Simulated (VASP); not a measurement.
# SnSe2 (P-3m1) in VASP: single point with r2SCAN

Aim: the single point of SnSe2 with r2SCAN.

All numbers are computed with VASP 6.6.1; they aren't measurements. Logs are shortened: lines on timing, memory, paths and dates and some standing lists are left out, and cuts for length are marked.

## 1. The cell of the first run

The structure is trigonal, space group P-3m1 (No. 164). The conventional cell has a = 3.840 Å, b = 3.840 Å, c = 6.524 Å, α = 90.00°, β = 90.00°, γ = 120.00°. Sn (site symmetry -3m) has 6 Se at 2.72 Å within 3.6 Å. Se (site symmetry 3m) has 3 Sn at 2.72 Å within 3.6 Å.

## 2. Single point, r2SCAN, non-collinear spin, zero start, spin-orbit coupling

Input file POSCAR:

```
SnSe2
1.0
    3.8404613600      0.0000000000      0.0000000000
   -1.9202306800      3.3259371000      0.0000000000
    0.0000000000      0.0000000000      6.5244591100
Sn Se
1 2
Direct
    0.0000000000      0.0000000000      0.0000000000
    0.3333333300      0.6666666700      0.2412315300
    0.6666666700      0.3333333300      0.7587684700
```

Input file INCAR.step1:

```
SYSTEM = SnSe2
ALGO     = Normal         ! electronic algorithm
EDIFF    = 1E-4           ! SCF threshold, eV
ENCUT    = 520            ! plane-wave cutoff, eV
GGA      = PE             ! functional
GGA_COMPAT= .FALSE.      
ISMEAR   = -1             ! smearing method
LASPH    = .TRUE.         ! aspherical terms in the spheres
LCHARG   = .FALSE.        ! write CHGCAR
LNONCOLLINEAR= .TRUE.         ! non-collinear magnetism
LREAL    = .FALSE.        ! projectors in reciprocal space
LSORBIT  = .TRUE.         ! spin-orbit coupling
LWAVE    = .TRUE.         ! write WAVECAR
MAGMOM   = 0 0 0 0 0 0 0 0 0 ! initial moments
NBANDS   = 39             ! bands
NELM     = 150            ! most SCF steps
PREC     = Accurate       ! precision mode
SIGMA    = 0.02           ! smearing width, eV
```

Input file INCAR.step2:

```
SYSTEM = SnSe2
ALGO     = Normal         ! electronic algorithm
EDIFF    = 1E-6           ! SCF threshold, eV
ENCUT    = 520            ! plane-wave cutoff, eV
GGA_COMPAT= .FALSE.      
ISIF     = 2              ! what is computed and relaxed
ISMEAR   = -1             ! smearing method
ISTART   = 1            
LASPH    = .TRUE.         ! aspherical terms in the spheres
LCHARG   = .FALSE.        ! write CHGCAR
LMIXTAU  = .TRUE.       
LNONCOLLINEAR= .TRUE.         ! non-collinear magnetism
LORBIT   = 11             ! projections on sites
LORBMOM  = .TRUE.       
LREAL    = .FALSE.        ! projectors in reciprocal space
LSORBIT  = .TRUE.         ! spin-orbit coupling
LWAVE    = .FALSE.        ! write WAVECAR
MAGMOM   = 0 0 0 0 0 0 0 0 0 ! initial moments
METAGGA  = R2SCAN         ! meta-GGA
NBANDS   = 39             ! bands
NELM     = 150            ! most SCF steps
PREC     = Accurate       ! precision mode
SIGMA    = 0.02           ! smearing width, eV
```

Input file KPOINTS:

```
k-points
0
G
  6 6 4
  0 0 0
```

Potentials or basis: VASP PAW PBE potentials, release 64 (Sn_d, Se).

Command:

```bash
> cat potpaw_PBE.64/Sn_d/POTCAR potpaw_PBE.64/Se/POTCAR > POTCAR
> cp INCAR.step1 INCAR
> mpirun -np 1 vasp_ncl > vasp.out
> cp INCAR.step2 INCAR
> mpirun -np 1 vasp_ncl > vasp.out
```

OUTCAR:

```text
SYSTEM = SnSe2
   EDIFF = 1E-6
   ENCUT = 520
   ISIF = 2
   ISMEAR = -1
   ISTART = 1
   LASPH = .TRUE.
   LNONCOLLINEAR = .TRUE.
   LORBIT = 11
   LREAL = .FALSE.
   LSORBIT = .TRUE.
   METAGGA = R2SCAN
   NELM = 150
   PREC = Accurate

 ion  position               nearest neighbor table
   1  0.000  0.000  0.000-   2 2.72   3 2.72   2 2.72   3 2.72   3 2.72   2 2.72
   2  0.333  0.667  0.241-   1 2.72   1 2.72   1 2.72
   3  0.667  0.333  0.759-   1 2.72   1 2.72   1 2.72

  LATTYP: Found a hexagonal cell.
 ALAT       =     3.8404613600
 C/A-ratio  =     1.6988737806

  Lattice vectors:

 A1 = (   3.8404613600,   0.0000000000,   0.0000000000)
 A2 = (  -1.9202306800,   3.3259371000,   0.0000000000)
 A3 = (   0.0000000000,   0.0000000000,   6.5244591100)

Analysis of symmetry for initial positions (statically):
=====================================================================
 Subroutine PRICEL returns:
 Original cell was already a primitive cell.

 Routine SETGRP: Setting up the symmetry group for a
 hexagonal supercell.

 Subroutine GETGRP returns: Found 12 space group operations
 (whereof 12 operations were pure point group operations)
 out of a pool of 24 trial point group operations.

The static configuration has the point symmetry D_3d.

Analysis of symmetry for dynamics (positions and initial velocities):
=====================================================================
 Subroutine PRICEL returns:
 Original cell was already a primitive cell.

 Routine SETGRP: Setting up the symmetry group for a
 hexagonal supercell.

 Subroutine GETGRP returns: Found 12 space group operations
 (whereof 12 operations were pure point group operations)
 out of a pool of 24 trial point group operations.

The dynamic configuration has the point symmetry D_3d.

Analysis of structural, dynamic, and magnetic symmetry:
=====================================================================
 Subroutine PRICEL returns:
 Original cell was already a primitive cell.

 Routine SETGRP: Setting up the symmetry group for a
 hexagonal supercell.

 Subroutine GETGRP returns: Found 12 space group operations
 (whereof 12 operations were pure point group operations)
 out of a pool of 24 trial point group operations.

The overall configuration has the point symmetry D_3d.

 Subroutine INISYM returns: Found 12 space group operations
 (whereof 12 operations are pure point group operations),
 and found     1 'primitive' translations
[... 1162 lines left out ...]
      0.00000      0.00000      0.00000         0.000000      0.000000      0.000000
     -0.00000      2.21729      1.57391        -0.000000      0.000000      0.010532
      1.92023      1.10865      4.95055         0.000000     -0.000000     -0.010532
 -----------------------------------------------------------------------------------
    total drift:                               -0.000000      0.000000      0.000000

  FREE ENERGIE OF THE ION-ELECTRON SYSTEM (eV)
  ---------------------------------------------------
  free  energy   TOTEN  =       -54.7153021164 eV

  energy  without entropy=      -54.7153021164  energy(sigma->0) =      -54.71530212

 orbital moment (x)

 # of ion     p       d       tot
 ----------------------------------------
  1        -0.000   0.000   0.000
  2        -0.000  -0.000  -0.000
  3        -0.000  -0.000  -0.000
 ----------------------------------------
           -0.000  -0.000  -0.000

 orbital moment (y)

 # of ion     p       d       tot
 ----------------------------------------
  1         0.000  -0.000  -0.000
  2         0.000  -0.000   0.000
  3         0.000  -0.000   0.000
 ----------------------------------------
            0.000  -0.000   0.000

 orbital moment (z)

 # of ion     p       d       tot
 ----------------------------------------
  1         0.000   0.000   0.000
  2         0.000  -0.000  -0.000
  3         0.000  -0.000   0.000
 ----------------------------------------
            0.000  -0.000   0.000

 Spin-Orbit-Coupling matrix elements

 Ion:    1  E_soc:     -0.0842683
 l=   1
     0.0000000    -0.0081967    -0.0082021
    -0.0081967     0.0000000    -0.0081967
    -0.0082021    -0.0081967     0.0000000
 l=   2
     0.0000000    -0.0011623     0.0000000    -0.0011623    -0.0046845
    -0.0011623     0.0000000    -0.0035218    -0.0011615    -0.0011623
     0.0000000    -0.0035218     0.0000000    -0.0035218     0.0000000
    -0.0011623    -0.0011615    -0.0035218     0.0000000    -0.0011623
    -0.0046845    -0.0011623     0.0000000    -0.0011623     0.0000000
 l=   3
     0.0000000     0.0000000     0.0000000     0.0000000     0.0000000     0.0000000     0.0000000
     0.0000000     0.0000000     0.0000000     0.0000000     0.0000000     0.0000000     0.0000000
     0.0000000     0.0000000     0.0000000     0.0000000     0.0000000     0.0000000     0.0000000
     0.0000000     0.0000000     0.0000000     0.0000000     0.0000000     0.0000000     0.0000000
[... 29 lines left out ...]
 l=   2
     0.0000000    -0.0000001     0.0000000    -0.0000001    -0.0000026
    -0.0000001     0.0000000     0.0000020     0.0000041    -0.0000001
     0.0000000     0.0000020     0.0000000     0.0000020     0.0000000
    -0.0000001     0.0000041     0.0000020     0.0000000    -0.0000001
    -0.0000026    -0.0000001     0.0000000    -0.0000001     0.0000000
 l=   3
     0.0000000     0.0000000     0.0000000     0.0000000     0.0000000     0.0000000     0.0000000
     0.0000000     0.0000000     0.0000000     0.0000000     0.0000000     0.0000000     0.0000000
     0.0000000     0.0000000     0.0000000     0.0000000     0.0000000     0.0000000     0.0000000
     0.0000000     0.0000000     0.0000000     0.0000000     0.0000000     0.0000000     0.0000000
     0.0000000     0.0000000     0.0000000     0.0000000     0.0000000     0.0000000     0.0000000
     0.0000000     0.0000000     0.0000000     0.0000000     0.0000000     0.0000000     0.0000000
     0.0000000     0.0000000     0.0000000     0.0000000     0.0000000     0.0000000     0.0000000

 total charge

# of ion       s       p       d       tot
------------------------------------------
    1        1.018   1.042  10.102  12.161
    2        1.479   2.358   0.026   3.864
    3        1.479   2.358   0.026   3.864
--------------------------------------------------
tot          3.976   5.757  10.155  19.888

 magnetization (x)

# of ion       s       p       d       tot
------------------------------------------
    1        0.000  -0.000   0.000   0.000
    2        0.000   0.000   0.000   0.000
    3       -0.000   0.000   0.000   0.000
--------------------------------------------------
tot         -0.000   0.000   0.000   0.000

 magnetization (y)

# of ion       s       p       d       tot
------------------------------------------
    1        0.000   0.000   0.000   0.000
    2       -0.000   0.000  -0.000  -0.000
    3       -0.000   0.000  -0.000  -0.000
--------------------------------------------------
tot         -0.000   0.000  -0.000  -0.000

 magnetization (z)

# of ion       s       p       d       tot
------------------------------------------
    1        0.000   0.000   0.000   0.000
    2        0.000   0.000   0.000   0.000
    3        0.000   0.000   0.000   0.000
--------------------------------------------------
tot          0.000   0.000   0.000   0.000
```

Wall time 18 min (1 thread of Oxide Virtual Turin-like, shared host); peak memory 0.47 GiB.

Results:

- Free energy: -54.7153 eV
- Pressure: 0.1 GPa
- Largest force: 0.011 eV/Å
- Net moment: 0.00 μB per cell
- Valence electrons inside the program's atomic spheres: Sn 12.16; Se 3.86

Forces on the atoms (eV/Å):
```
Sn   0.000  0.000  0.000
Se   0.000  0.000  0.011
Se   0.000  0.000 -0.011
```

Stress tensor (GPa, compression positive):
```
0.18 0.00 0.00
0.00 0.18 0.00
0.00 0.00 0.04
```

Moments on the atoms (μB; x, y, z):
```
Sn  0.00 0.00 0.00
Se  0.00 0.00 0.00
Se  0.00 0.00 0.00
```

Caveat: the PAW data sets were made with another functional, which shifts forces and pressure a little.
